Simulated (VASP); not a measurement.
A run of VASP 6.6.1 is set up as follows.

Contents of POSCAR:

```
Ce
1.0
    0.0000000000      2.3390384114      2.3390384114
    2.3390384114      0.0000000000      2.3390384114
    2.3390384114      2.3390384114      0.0000000000
Ce
1
Direct
    0.0000000000      0.0000000000      0.0000000000
```

Contents of INCAR.step1:

```
SYSTEM = Ce
ALGO = Normal
EDIFF = 1E-4
ENCUT = 520
GGA = PE
ISMEAR = 0
LASPH = .TRUE.
LCHARG = .FALSE.
LREAL = .FALSE.
LWAVE = .TRUE.
NBANDS = 12
NELM = 60
PREC = Accurate
SIGMA = 0.2
```

INCAR.step2

```
SYSTEM = Ce
ALGO = Normal
EDIFF = 1E-7
ENCUT = 520
ISIF = 2
ISMEAR = 0
ISTART = 1
LASPH = .TRUE.
LCHARG = .FALSE.
LMIXTAU = .TRUE.
LREAL = .FALSE.
LWAVE = .FALSE.
METAGGA = R2SCAN
NBANDS = 12
NELM = 60
PREC = Accurate
SIGMA = 0.2
```

KPOINTS

```
k-points
0
G
  12 12 12
  0 0 0
```

Potentials or basis: VASP PAW PBE potentials, release 64 (Ce).

Run with:

```sh
$ cat potpaw_PBE.64/Ce/POTCAR > POTCAR
$ cp INCAR.step1 INCAR
$ mpirun -np 1 vasp_std > vasp.out
$ cp INCAR.step2 INCAR
$ mpirun -np 1 vasp_std > vasp.out
```

(1) Predict the band gap on the k mesh.

(2) What does it give for the pressure?

Results:

(1) zero (bands 6 and 7 overlap by 0.52 eV).

(2) -0.6 GPa.

Caveat: the PAW data sets were made with another functional, which shifts forces and pressure a little; spin-orbit coupling is left out, which moves the levels of the heavy elements; semilocal functionals describe open f shells poorly, which spoils levels, moments and volumes.
